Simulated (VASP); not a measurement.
# C (P6_522) in VASP: notebook

C is run at these levels: PBE; tasks: single point, relaxation of cell and atoms.

Program: VASP 6.6.1. These are calculated values, not measurements. Logs are shortened: lines on timing, memory, paths and dates and some standing lists are left out, and cuts for length are marked.

**1. The cell of the first run**

It takes space group P6_522 (No. 179, hexagonal). The conventional cell has a = 4.919 Å, b = 4.919 Å, c = 3.437 Å, α = 90.00°, β = 90.00°, γ = 120.00°. C (site symmetry 2) has 4 C at 1.53 to 1.55 Å within 2.0 Å. Within 2.1 Å of C (site symmetry 2) lie 4 C at 1.55 to 1.60 Å.

**2. Single point, PBE**

Input file INCAR:

```
PREC = Accurate
ENCUT = 520
EDIFF = 1E-7
ISMEAR = 0
SIGMA = 0.02
LREAL = F
LASPH = T
NELM = 100
ALGO = Normal
ISIF = 2
LWAVE = F
LCHARG = T
GGA = PE
LELF = T
LVHAR = T
NBANDS = 36
```

Input file KPOINTS:

```
Automatic mesh
0
Gamma
  6 6 8
```

Input file POSCAR:

```
C
1.0
    4.9192940776      0.0000000000      0.0000000000
   -2.4596470388      4.2602336399      0.0000000000
    0.0000000000      0.0000000000      3.4370536462
C
12
Direct
    0.2893428778      0.0000000000      0.0000000000
    0.0000000000      0.2893428778      0.6666666667
    0.7106571222      0.7106571222      0.3333333333
    0.7106571222      0.0000000000      0.5000000000
    0.0000000000      0.7106571222      0.1666666667
    0.2893428778      0.2893428778      0.8333333333
    0.4088088268      0.8176176537      0.7500000000
    0.1823823463      0.5911911732      0.4166666667
    0.4088088268      0.5911911732      0.0833333333
    0.5911911732      0.1823823463      0.2500000000
    0.8176176537      0.4088088268      0.9166666667
    0.5911911732      0.4088088268      0.5833333333
```

Potentials or basis: VASP PAW PBE potentials, release 64 (C).

Started as:

```console
$ cat potpaw_PBE.64/C/POTCAR > POTCAR
$ mpirun -np 1 vasp_std > vasp.out
```

OUTCAR:

```text
PREC = Accurate
   ENCUT = 520
   EDIFF = 1E-7
   ISMEAR = 0
   LREAL = F
   LASPH = T
   NELM = 100
   ISIF = 2
   GGA = PE

 ion  position               nearest neighbor table
   1  0.289  0.000  0.000-   5 1.53   6 1.53   7 1.55  10 1.55
   2  0.000  0.289  0.667-   6 1.53   4 1.53  11 1.55   8 1.55
   3  0.711  0.711  0.333-   5 1.53   4 1.53   9 1.55  12 1.55
   4  0.711  0.000  0.500-   2 1.53   3 1.53  10 1.55   7 1.55
   5  0.000  0.711  0.167-   3 1.53   1 1.53   8 1.55  11 1.55
   6  0.289  0.289  0.833-   2 1.53   1 1.53  12 1.55   9 1.55
   7  0.409  0.818  0.750-   1 1.55   4 1.55   8 1.60   9 1.60
   8  0.182  0.591  0.417-   5 1.55   2 1.55   7 1.60   9 1.60
   9  0.409  0.591  0.083-   3 1.55   6 1.55   7 1.60   8 1.60
  10  0.591  0.182  0.250-   4 1.55   1 1.55  11 1.60  12 1.60
  11  0.818  0.409  0.917-   2 1.55   5 1.55  10 1.60  12 1.60
  12  0.591  0.409  0.583-   6 1.55   3 1.55  10 1.60  11 1.60

  LATTYP: Found a hexagonal cell.
 ALAT       =     4.9192940776
 C/A-ratio  =     0.6986883874

  Lattice vectors:

 A1 = (   4.9192940776,   0.0000000000,   0.0000000000)
 A2 = (  -2.4596470388,   4.2602336399,   0.0000000000)
 A3 = (   0.0000000000,   0.0000000000,   3.4370536462)

Analysis of symmetry for initial positions (statically):
=====================================================================
 Subroutine PRICEL returns:
 Original cell was already a primitive cell.

 Routine SETGRP: Setting up the symmetry group for a
 hexagonal supercell.

 Subroutine GETGRP returns: Found 12 space group operations
 (whereof  2 operations were pure point group operations)
 out of a pool of 24 trial point group operations.

The static configuration has the point symmetry C_2 .
 The point group associated with its full space group is D_6 .

Analysis of symmetry for dynamics (positions and initial velocities):
=====================================================================
 Subroutine PRICEL returns:
 Original cell was already a primitive cell.

 Routine SETGRP: Setting up the symmetry group for a
 hexagonal supercell.

 Subroutine GETGRP returns: Found 12 space group operations
 (whereof  2 operations were pure point group operations)
 out of a pool of 24 trial point group operations.

The dynamic configuration has the point symmetry C_2 .
 The point group associated with its full space group is D_6 .

 Subroutine INISYM returns: Found 12 space group operations
 (whereof  2 operations are pure point group operations),
 and found     1 'primitive' translations

----------------------------------------------------------------------------------------

                                     Primitive cell

  volume of cell :      72.0315

  direct lattice vectors                    reciprocal lattice vectors
     4.919294078  0.000000000  0.000000000     0.203281199  0.117364455  0.000000000
    -2.459647039  4.260233640  0.000000000     0.000000000  0.234728910  0.000000000
     0.000000000  0.000000000  3.437053646     0.000000000  0.000000000  0.290946870

  length of vectors
     4.919294078  4.919294078  3.437053646     0.234728910  0.234728910  0.290946870

  position of ions in fractional coordinates (direct lattice)
     0.289342878  0.000000000  0.000000000
     0.000000000  0.289342878  0.666666667
     0.710657122  0.710657122  0.333333333
     0.710657122  0.000000000  0.500000000
     0.000000000  0.710657122  0.166666667
     0.289342878  0.289342878  0.833333333
     0.408808827  0.817617654  0.750000000
     0.182382346  0.591191173  0.416666667
     0.408808827  0.591191173  0.083333333
     0.591191173  0.182382346  0.250000000
     0.817617654  0.408808827  0.916666667
     0.591191173  0.408808827  0.583333333

  ion indices of the primitive-cell ions
   primitive index   ion index
                 1           1
                 2           2
                 3           3
                 4           4
                 5           5
                 6           6
                 7           7
                 8           8
                 9           9
                10          10
                11          11
                12          12

----------------------------------------------------------------------------------------

 KPOINTS: Automatic mesh

Automatic generation of k-mesh.
 Grid dimensions read from file:
 generate k-points for:    6    6    8

 Generating k-lattice:

  Cartesian coordinates                     Fractional coordinates (reciprocal lattice)
     0.033880200  0.019560743  0.000000000     0.166666667  0.000000000  0.000000000
     0.000000000  0.039121485  0.000000000     0.000000000  0.166666667  0.000000000
     0.000000000  0.000000000  0.036368359     0.000000000  0.000000000  0.125000000

  Length of vectors
     0.039121485  0.039121485  0.036368359

  Shift w.r.t. Gamma in fractional coordinates (k-lattice)
     0.000000000  0.000000000  0.000000000

 Subroutine IBZKPT returns following result:
 ===========================================

 Found     35 irreducible k-points:

 Following reciprocal coordinates:
            Coordinates               Weight
  0.000000  0.000000  0.000000      1.000000
  0.166667  0.000000  0.000000      6.000000
  0.333333 -0.000000  0.000000      6.000000
  0.500000  0.000000  0.000000      3.000000
  0.166667  0.166667  0.000000      6.000000
  0.333333  0.166667  0.000000     12.000000
[... 16 lines left out ...]
  0.166667  0.000000  0.375000     12.000000
  0.333333 -0.000000  0.375000     12.000000
 [... further k-points ...]
   k-points           NKPTS =     35   k-points in BZ     NKDIM =     35   number of bands    NBANDS=     36
   number of dos      NEDOS =    301   number of ions     NIONS =     12
   total plane-waves  NPLWV =  44800
   dimension x,y,z NGX =    40 NGY =   40 NGZ =   28
   dimension x,y,z NGXF=    80 NGYF=   80 NGZF=   56
   ions per type =              12
   NGX,Y,Z   is equivalent  to a cutoff of  13.52, 13.52, 13.54 a.u.
   NGXF,Y,Z  is equivalent  to a cutoff of  27.04, 27.04, 27.09 a.u.
 SYSTEM =  unknown system
   PREC   = accura    normal or accurate (medium, high low for compatibility)
   ISTART =      0    job   : 0-new  1-cont  2-samecut
   ICHARG =      2    charge: 1-file 2-atom 10-const
   ISPIN  =      1    spin polarized calculation?
   LNONCOLLINEAR =      F non collinear calculations
   LSORBIT =      F    spin-orbit coupling
   LASPH  =      T    aspherical Exc in radial PAW
   ENCUT  =  520.0 eV  38.22 Ry    6.18 a.u.   9.15  9.15  6.39*2*pi/ulx,y,z
   NELM   =    100;   NELMIN=  2; NELMDL= -5     # of ELM steps
   EDIFF  = 0.1E-06   stopping-criterion for ELM
   LREAL  =      F    real-space projection
   EDIFFG = 0.1E-05   stopping-criterion for IOM
   NSW    =      0    number of steps for IOM
   IBRION =     -1    ionic relax: 0-MD 1-quasi-New 2-CG
   NFREE  =      0    steps in history (QN), initial steepest desc. (CG)
   ISIF   =      2    stress and relaxation
   ISYM   =      2    0-nonsym 1-usesym 2-fastsym
   POTIM  = 0.5000    time-step for ionic-motion
   TEBEG  =    0.0;   TEEND  =   0.0 temperature during run
   PSTRESS=    0.0 pullay stress
   NELECT =      48.0000    total number of electrons
   NUPDOWN=      -1.0000    fix difference up-down
   EMIN   =  10.00;   EMAX   =-10.00  energy-range for DOS
   EFERMI =   0.00;   METHOD = LEGACY
   ISMEAR =     0;   SIGMA  =   0.02  broadening in eV -4-tet -1-fermi 0-gaus
   EFERMI_NEDOS =   21; number of points for ismear=-14 and -15
   IALGO  =     38    algorithm
   IMIX   =      4    mixing-type and parameters
     AMIX     =   0.40;   BMIX     =  1.00
     AMIX_MAG =   1.60;   BMIX_MAG =  1.00
  volume/ion in A,a.u.               =       6.00        40.51
  Fermi-wavevector in a.u.,A,eV,Ry     =   1.429929  2.702174 27.819782  2.044696
  Thomas-Fermi vector in A             =   2.549829
   LORBIT       =      0    0 simple, 1 ext, 2 COOP (PROOUT), +10 PAW based schemes
   GGA     = PE    functional components
   LHFCALC =     F    Hartree Fock is set to
   AEXX    =    0.0000 exact exchange contribution
   IVDW    =     0    specifies the selected vdW correction
   LEPSILON=     F    determine dielectric tensor
   LRPA    =     F    only Hartree local field effects (RPA)
 non-spin polarized calculation
 Gauss-broadening in eV      SIGMA  =   0.02
  energy-cutoff  :      520.00
  volume of cell :       72.03
 maximum number of plane-waves:      1962
 NGX is ok and might be reduce to    40
   NGX = 19   NGY = 19   NGZ = 13

 number of electron      48.0000001 magnetization

 Free energy of the ion-electron system (eV)
  ---------------------------------------------------
  ext. energy  EPLUGINS =         0.00000000
  ---------------------------------------------------
  free energy    TOTEN  =      -104.47021273 eV

  energy without entropy =     -104.47021273  energy(sigma->0) =     -104.47021273

 E-fermi :   8.1199     XC(G=0): -12.8402

 val. band max:        7.9732481523   @ k =   0.0000   0.0000   0.3750
 cond. band min:      12.2403097352   @ k =   0.3333   0.3333   0.0000
 fundamental gap:      4.2670615829
 Fermi energy:         8.1199386297

 k-point     1 :       0.0000    0.0000    0.0000
  band No.  band energies     occupation
      1     -12.5055      2.00000
      2      -7.2901      2.00000
      3      -6.4998      2.00000
      4      -6.4998      2.00000
      5      -6.2372      2.00000
      6      -6.2372      2.00000
[... 28 lines left out ...]
     35      17.7788      0.00000
     36      18.3449      0.00000

 k-point     2 :       0.1667    0.0000    0.0000
  band No.  band energies     occupation
      1     -12.3442      2.00000
      2      -8.4205      2.00000
      3      -7.1240      2.00000
      4      -6.7013      2.00000
      5      -5.3655      2.00000
      6      -5.0319      2.00000
[... 28 lines left out ...]
     35      18.4679      0.00000
     36      18.8070      0.00000
[... 817 lines left out ...]
     35      18.3945      0.00000
     36      18.9886      0.00000

 k-point    24 :       0.3333   -0.0000    0.3750
  band No.  band energies     occupation
      1     -10.5708      2.00000
      2      -8.7849      2.00000
      3      -8.0693      2.00000
      4      -6.8815      2.00000
      5      -5.5632      2.00000
      6      -5.1696      2.00000
[... 28 lines left out ...]
     35      18.6508      0.00000
     36      18.9956      0.00000

 [... further k-points ...]
[... 5 lines left out ...]
  --------------------------------------------------------------------------------------
  -------------------------------------------------------------------------------------
  Total        0.2859186      0.2859186      0.2535833      0.0000000      0.0000000      0.0000000
  in kB        6.3596108      6.3596108      5.6403854      0.0000000      0.0000000      0.0000000
  external PRESSURE =       6.1198690 kB  Pullay stress =       0.0000000 kB

 VOLUME and BASIS-vectors are now :
 -----------------------------------------------------------------------------
  energy-cutoff  :      520.00
  volume of cell :       72.03
      direct lattice vectors                 reciprocal lattice vectors
     4.919294078  0.000000000  0.000000000     0.203281199  0.117364455  0.000000000
    -2.459647039  4.260233640  0.000000000     0.000000000  0.234728910  0.000000000
     0.000000000  0.000000000  3.437053646     0.000000000  0.000000000  0.290946870

 POSITION                                       TOTAL-FORCE (eV/Angst)
 -----------------------------------------------------------------------------------
      1.42336      0.00000      0.00000        -0.011327      0.000000      0.000000
     -0.71168      1.23267      2.29137         0.005663     -0.009809      0.000000
      1.74797      3.02757      1.14568         0.005663      0.009809     -0.000000
      3.49593      0.00000      1.71853         0.011327      0.000000      0.000000
     -1.74797      3.02757      0.57284        -0.005663      0.009809      0.000000
      0.71168      1.23267      2.86421        -0.005663     -0.009809     -0.000000
     -0.00000      3.48324      2.57779        -0.000000      0.002592      0.000000
     -0.55693      2.51861      1.43211        -0.002245     -0.001296      0.000000
      0.55693      2.51861      0.28642         0.002245     -0.001296      0.000000
      2.45965      0.77699      0.85926        -0.000000     -0.002592      0.000000
      3.01658      1.74162      3.15063         0.002245      0.001296      0.000000
      1.90272      1.74162      2.00495        -0.002245      0.001296      0.000000
 -----------------------------------------------------------------------------------
    total drift:                               -0.000000      0.000000     -0.000000

  FREE ENERGIE OF THE ION-ELECTRON SYSTEM (eV)
  ---------------------------------------------------
  free  energy   TOTEN  =      -104.4702127335 eV

  energy  without entropy=     -104.4702127335  energy(sigma->0) =     -104.47021273
```

It took 91 s on 1 thread of Intel Xeon Platinum 8488C (Sapphire Rapids), shared host; peak memory 0.21 GiB.

Results:

* Free energy: -104.4702 eV
* Pressure: 0.6 GPa
* Largest force: 0.011 eV/Å
* Band gap on the k mesh: 4.27 eV, indirect (least direct gap 4.75 eV)

Forces in eV/Å, atoms in the order of the input:
```
C   -0.011  0.000  0.000
C    0.006 -0.010  0.000
C    0.006  0.010  0.000
C    0.011  0.000  0.000
C   -0.006  0.010  0.000
C   -0.006 -0.010  0.000
C    0.000  0.003  0.000
C   -0.002 -0.001  0.000
C    0.002 -0.001  0.000
C    0.000 -0.003  0.000
C    0.002  0.001  0.000
C   -0.002  0.001  0.000
```

Levels at points of the mesh, in eV from the valence-band top:
| k point | band 22 | band 23 | band 24 | band 25 | band 26 | band 27 |
| --- | --- | --- | --- | --- | --- | --- |
| (0.00, 0.00, 0.00) | -1.58 | -1.58 | -1.12 | 5.27 | 5.92 | 5.92 |
| (0.50, 0.00, 0.00) | -2.04 | -1.30 | -1.05 | 5.07 | 5.30 | 6.68 |
| (0.00, 0.00, 0.50) | -1.67 | -0.08 | -0.08 | 5.50 | 5.50 | 7.98 |
| (0.50, 0.00, 0.50) | -1.88 | -0.85 | -0.85 | 6.31 | 6.31 | 7.81 |

A k mesh can miss the band edges. As with any semilocal functional, this PBE gap is likely too small.

(Part 1 of 2 ends here.)
